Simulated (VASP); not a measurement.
# Lu (Pm-3m) in VASP: further runs, part 2 of 2

VASP 6.6.1. The steps go on from the part before.

## Step 5: Single point, PBE

This run uses another cell than the first one, of 32.95 Å³/atom.

The input, INCAR:

```
ALGO     = Fast           # electronic algorithm
EDIFF    = 1E-6           # SCF threshold, eV
ENCUT    = 520            # plane-wave cutoff, eV
GGA      = PE             # functional
ISIF     = 2              # what is computed and relaxed
ISMEAR   = 0              # smearing method
LASPH    = T              # aspherical terms in the spheres
LCHARG   = F              # write CHGCAR
LREAL    = F              # projectors in reciprocal space
LWAVE    = F              # write WAVECAR
NBANDS   = 18             # bands
NELM     = 100            # most SCF steps
PREC     = Accurate       # precision mode
SIGMA    = 0.1            # smearing width, eV
```

The input, KPOINTS:

```
k-points
0
Gamma
  18 18 18
```

The input, POSCAR:

```
Lu
1.0
    3.2060177316      0.0000000000      0.0000000000
    0.0000000000      3.2060177316      0.0000000000
    0.0000000000      0.0000000000      3.2060177316
Lu
1
Direct
    0.0000000000      0.0000000000      0.0000000000
```

Potentials or basis: VASP PAW PBE potentials, release 64 (Lu).

Command:

```bash
> cat potpaw_PBE.64/Lu/POTCAR > POTCAR
> mpirun -np 1 vasp_std > vasp.out
```

OUTCAR:

```text
EDIFF = 1E-6
   ENCUT = 520
   GGA = PE
   ISIF = 2
   ISMEAR = 0
   LASPH = T
   LREAL = F
   NELM = 100
   PREC = Accurate

 ion  position               nearest neighbor table
   1  0.000  0.000  0.000-

  LATTYP: Found a simple cubic cell.
 ALAT       =     3.2060177316

  Lattice vectors:

 A1 = (   3.2060177316,   0.0000000000,   0.0000000000)
 A2 = (   0.0000000000,   3.2060177316,   0.0000000000)
 A3 = (   0.0000000000,   0.0000000000,   3.2060177316)

Analysis of symmetry for initial positions (statically):
=====================================================================
 Subroutine PRICEL returns:
 Original cell was already a primitive cell.

 Routine SETGRP: Setting up the symmetry group for a
 simple cubic supercell.

 Subroutine GETGRP returns: Found 48 space group operations
 (whereof 48 operations were pure point group operations)
 out of a pool of 48 trial point group operations.

The static configuration has the point symmetry O_h .

Analysis of symmetry for dynamics (positions and initial velocities):
=====================================================================
 Subroutine PRICEL returns:
[... 150 lines left out ...]
  ---------------------------------------------------
  ext. energy  EPLUGINS =         0.00000000
  ---------------------------------------------------
  free energy    TOTEN  =        -3.67168893 eV

  energy without entropy =       -3.66222556  energy(sigma->0) =       -3.66695725

 E-fermi :   1.7245     XC(G=0): -10.0420

 val. band max:        1.7240281195   @ k =   0.3333   0.2222   0.0000
 cond. band min:       1.7304412461   @ k =   0.1667   0.0556   0.0000
 fundamental gap:      0.0064131266
 Fermi energy:         1.7244895837

 k-point     1 :       0.0000    0.0000    0.0000
  band No.  band energies     occupation
      1     -55.0090      2.00000
      2     -25.4187      2.00000
      3     -25.4187      2.00000
      4     -25.4187      2.00000
      5      -3.9155      2.00000
      6      -3.7195      2.00000
[... 481 lines left out ...]
      5      -3.7551      2.00000
      6      -3.7407      2.00000
[... 10 lines left out ...]
     17       7.5119      0.00000
     18       9.3407      0.00000

 [... further k-points ...]
[... 5 lines left out ...]
  --------------------------------------------------------------------------------------
  -------------------------------------------------------------------------------------
  Total        0.0684748      0.0684748      0.0684748      0.0000000     -0.0000000      0.0000000
  in kB        3.3292275      3.3292275      3.3292275      0.0000000     -0.0000000      0.0000000
  external PRESSURE =       3.3292275 kB  Pullay stress =       0.0000000 kB

 VOLUME and BASIS-vectors are now :
 -----------------------------------------------------------------------------
  energy-cutoff  :      520.00
  volume of cell :       32.95
      direct lattice vectors                 reciprocal lattice vectors
     3.206017732  0.000000000  0.000000000     0.311913434  0.000000000  0.000000000
     0.000000000  3.206017732  0.000000000     0.000000000  0.311913434  0.000000000
     0.000000000  0.000000000  3.206017732     0.000000000  0.000000000  0.311913434

 POSITION                                       TOTAL-FORCE (eV/Angst)
 -----------------------------------------------------------------------------------
      0.00000      0.00000      0.00000         0.000000      0.000000      0.000000
 -----------------------------------------------------------------------------------
    total drift:                                0.000000     -0.000000      0.000000

  FREE ENERGIE OF THE ION-ELECTRON SYSTEM (eV)
  ---------------------------------------------------
  free  energy   TOTEN  =        -3.6716889288 eV

  energy  without entropy=       -3.6622255643  energy(sigma->0) =       -3.66695725
```

Wall time 99 s (1 thread of Intel Xeon Platinum 8488C (Sapphire Rapids), shared host); peak memory 0.24 GiB.

Results:

```
Free energy            : -3.6717 eV
Pressure               : 0.3 GPa
Band gap on the k mesh : zero (an odd number of electrons rules out a gap without spin polarisation)
```

Caveat: spin-orbit coupling is left out, which moves the levels of the heavy elements.

## Step 6: Relaxation of cell and atoms, PBE

This run uses another cell than the first one, of 33.81 Å³/atom.

The input, INCAR:

```
SYSTEM = Lu
PREC = Accurate
ENCUT = 600
EDIFF = 1E-6
ISMEAR = 0
SIGMA = 0.1
LREAL = .False.
LASPH = .True.
NELM = 100
ALGO = Fast
ISIF = 3
LWAVE = .False.
LCHARG = .False.
GGA = PE
IBRION = 2
NSW = 100
EDIFFG = -0.01
```

The input, KPOINTS:

```
regular mesh
0
Gamma
  18 18 18
  0 0 0
```

The input, POSCAR:

```
Lu
1.0
    3.2336853248      0.0000000000      0.0000000000
    0.0000000000      3.2336853248      0.0000000000
    0.0000000000      0.0000000000      3.2336853248
Lu
1
Direct
    0.0000000000      0.0000000000      0.0000000000
```

Potentials or basis: VASP PAW PBE potentials, release 64 (Lu).

Command:

```bash
> cat potpaw_PBE.64/Lu/POTCAR > POTCAR
> mpirun -np 1 vasp_std > vasp.out
```

Wall time 44 min (1 thread of Intel Xeon Platinum 8488C (Sapphire Rapids), shared host); peak memory 0.43 GiB.

Results (log left out):

```yaml
Free_energy: -3.6720 eV
Relaxed_volume: 33.21 Å³/atom
Relaxed_cell: a = 3.214 Å, b = 3.214 Å, c = 3.214 Å, α = 90.00°, β = 90.00°, γ = 90.00°
Space_group_after_relaxing_to_0.1_Å: Pm-3m (No. 221)
Energy_gained_by_relaxing: 1.3 meV/atom
Ionic_steps: 12
Pressure_after_relaxing: 0.0 GPa
Band_gap_on_the_k_mesh: zero (an odd number of electrons rules out a gap without spin polarisation)
```

The path:
```tsv
step	energy change (eV)	largest force (eV/Å)	pressure (GPa)	volume (Å³)
1	0.0000	0.0000	-0.33	33.81
2	-0.0010	0.0000	-0.53	33.47
3	-0.0014	0.0000	-3.15	33.03
4	0.0010	0.0000	0.78	32.17
5	0.0002	0.0000	1.36	32.33
6	-0.0009	0.0000	0.42	32.68
7	-0.0012	0.0000	0.83	32.81
8	-0.0013	0.0000	0.47	32.92
9	-0.0014	0.0000	0.16	32.98
10	-0.0014	0.0000	1.16	33.00
11	-0.0014	0.0000	0.48	33.13
12	-0.0013	0.0000	-0.05	33.21
```

Final structure:
```yaml
crystal:
  lattice:
    - [3.21448, 0.00000, 0.00000]
    - [0.00000, 3.21448, 0.00000]
    - [0.00000, 0.00000, 3.21448]
  atoms:
    - { symbol: Lu, position: [0.00000, 0.00000, 0.00000] }
```

Levels at points of the mesh, in eV from the Fermi level:
| k point | band 10 | band 11 | band 12 | band 13 | band 14 | band 15 |
| --- | --- | --- | --- | --- | --- | --- |
| (0.00, 0.00, 0.00) | -5.43 | -5.43 | -5.40 | -0.39 | -0.39 | 5.93 |
| (0.50, 0.00, 0.00) | -5.39 | -5.39 | -2.70 | -0.40 | 0.37 | 3.20 |
| (0.50, 0.50, 0.00) | -5.39 | -5.38 | -1.71 | -0.21 | 3.19 | 3.19 |
| (0.50, 0.50, 0.50) | -5.40 | -5.40 | -0.38 | -0.38 | -0.38 | 6.15 |

Caveat: spin-orbit coupling is left out, which moves the levels of the heavy elements.

## Step 7: Summary

```tsv
task	cell	k mesh	cutoff (eV)	gap on the mesh (eV)	pressure (GPa)	relaxed volume (Å³/atom)
single point	a = 3.249 Å, 1 atom	6 × 6 × 6	520	none	-0.4	-
single point	a = 3.234 Å, 1 atom	6 × 6 × 6	520	none	0.0	-
relaxation of cell and atoms	relaxed from a = 3.249 Å, 1 atom	6 × 6 × 6	600	none	0.0	33.89
single point	a = 3.206 Å, 1 atom	18 × 18 × 18	520	none	0.3	-
relaxation of cell and atoms	relaxed from a = 3.234 Å, 1 atom	18 × 18 × 18	600	none	0.0	33.21
```

Alike in all rows: level PBE; potentials or basis VASP PAW PBE potentials, release 64 (Lu); no spin polarisation; smearing gaussian 0.1 eV.

Caveats: spin-orbit coupling is left out, which moves the levels of the heavy elements.

Total energies depend on the potentials used, so only differences within one code and one set of settings carry meaning.

The gap in the log of VASP goes by the Fermi energy; the results here count the filled bands.